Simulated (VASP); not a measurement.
HfO2:

```
Hf O
1.0
     0.00000    2.55750    2.55750
     2.55750    0.00000    2.55750
     2.55750    2.55750    0.00000
Hf O
1 2
Cartesian
  0.0000 0.0000 0.0000
  1.2788 1.2788 1.2788
  3.8363 3.8363 3.8363
```

| Quantity | Value |
| --- | --- |
| Program | VASP 6.6.1 |
| Task | relaxation of volume and atoms at fixed shape |
| Functional | LDA |
| Potentials or basis | VASP PAW LDA potentials, release 64 (Hf_pv, O) |
| Cutoff | 600 eV |
| k mesh | 8 × 8 × 8 |
| Occupations | gaussian, width 0.01 eV |
| Spin | no spin polarisation |

At the start: pressure -19.6 GPa; volume 11.15 Å³/atom.

Question: Where does the relaxation end?

Answer: Over 4 steps the energy falls by 56.4 meV/atom and the volume is 10.30 Å³/atom (-7.7 %); space group Fm-3m (No. 225, to 0.1 Å) before and after.

Step by step:
| step | energy change (eV) | largest force (eV/Å) | pressure (GPa) | volume (Å³) |
| --- | --- | --- | --- | --- |
| 1 | 0.0000 | 0.0000 | -19.57 | 33.46 |
| 2 | 0.3001 | 0.0000 | 46.73 | 27.29 |
| 3 | -0.1691 | 0.0000 | -0.80 | 30.96 |
| 4 | -0.1693 | 0.0000 | -0.14 | 30.89 |

Final structure:
```
Hf O
1.0
     0.00000    2.49031    2.49031
     2.49031    0.00000    2.49031
     2.49031    2.49031    0.00000
Hf O
1 2
Direct
  0.00000 0.00000 0.00000
  0.25000 0.25000 0.25000
  0.75000 0.75000 0.75000
```
